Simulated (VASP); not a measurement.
Input of a VASP 6.6.1 run:

The input INCAR:

```
SYSTEM = TaN
ALGO = Normal
EDIFF = 1E-6
ENCUT = 520
GGA = PS
ISIF = 2
ISMEAR = -1
LASPH = .TRUE.
LCHARG = .FALSE.
LREAL = .FALSE.
LWAVE = .FALSE.
NBANDS = 15
NELM = 100
PREC = Accurate
SIGMA = 0.05
```

The input KPOINTS:

```
k-points
0
G
  10 10 10
  0 0 0
```

The input POSCAR:

```
TaN
1.0
    0.0000000000      2.2113230000      2.2113230000
    2.2113230000      0.0000000000      2.2113230000
    2.2113230000      2.2113230000      0.0000000000
Ta N
1 1
Direct
    0.5135260000      0.4842130000      0.5289790000
   -0.0129020000     -0.0147020000      0.0156950000
```

Potentials or basis: VASP PAW PBE potentials, release 64 (Ta_pv, N).

Launch:

```sh
$ cat potpaw_PBE.64/Ta_pv/POTCAR potpaw_PBE.64/N/POTCAR > POTCAR
$ mpirun -np 1 vasp_std > vasp.out
```

Task: What does it give for the largest force?

Result: 0.785 eV/Å.

Task: Predict the pressure.

Result: -8.1 GPa.

Task: What does it give for the band gap on the k mesh?

Result: Zero (band 8 reaches 11.02 eV, above the bottom of band 9 at 7.34 eV).

Stress tensor (GPa, compression positive):
```
-9.25 -0.17 -0.07
-0.17 -6.68 -0.29
-0.07 -0.29 -8.34
```

Caveat: the cell differs from its parent crystal (atoms moved at random); the PAW data sets were made with another functional, which shifts forces and pressure a little; spin-orbit coupling is left out, which moves the levels of the heavy elements.
